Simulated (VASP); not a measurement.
Write the native input for VASP 6.6.1 that does the following.

- Task: single point
- Functional: PBE
- Potentials or basis: VASP PAW PBE potentials, release 64 (Al, N)
- Cutoff: 520 eV
- k mesh: 10 × 10 × 10
- Occupations: gaussian, width 0.1 eV
- Spin: no spin polarisation
- Dipole correction: no
- Further INCAR settings: ALGO = Normal; EDIFF = 1e-06; NBANDS = 19

The structure of Al5N lies in POSCAR:

```
Al5N
1.0
    0.0000000000      3.6605553704      3.6605553704
    3.6605553704      0.0000000000      3.6605553704
    3.6605553704      3.6605553704      0.0000000000
Al N
5 1
Direct
    0.1248169685      0.1248169685      0.6255490945
    0.1248169685      0.6255490945      0.1248169685
    0.7500000000      0.7500000000      0.7500000000
    0.1248169685      0.1248169685      0.1248169685
    0.6255490945      0.1248169685      0.1248169685
    0.5000000000      0.5000000000      0.5000000000
```

The cell was generated, and may not be a known phase.

These files were run (other wordings do the same):

INCAR

```
PREC     = Accurate       # precision mode
ENCUT    = 520            # plane-wave cutoff, eV
EDIFF    = 1E-6           # SCF threshold, eV
ISMEAR   = 0              # smearing method
SIGMA    = 0.1            # smearing width, eV
LREAL    = F              # projectors in reciprocal space
LASPH    = T              # aspherical terms in the spheres
NELM     = 100            # most SCF steps
ALGO     = Normal         # electronic algorithm
ISIF     = 2              # what is computed and relaxed
LWAVE    = F              # write WAVECAR
LCHARG   = T              # write CHGCAR
GGA      = PE             # functional
LELF     = T              # ELF
LVHAR    = T            
NBANDS   = 19             # bands
```

KPOINTS

```
Automatic mesh
0
Gamma
  10 10 10
```

Potentials or basis: VASP PAW PBE potentials, release 64 (Al, N).

Command:

```bash
$ cat potpaw_PBE.64/Al/POTCAR potpaw_PBE.64/N/POTCAR > POTCAR
$ mpirun -np 1 vasp_std > vasp.out
```

Results of the run:

| Item | Value |
| --- | --- |
| Pressure | 0.0 GPa |
| Band gap on the k mesh | zero (bands 10 and 11 overlap by 1.92 eV) |

Wall time 74 s on 1 thread of Intel(R) Xeon(R) Platinum 8259CL CPU @ 2.50GHz (Skylake/Cascade Lake) (shared host), peak memory 0.26 GiB.
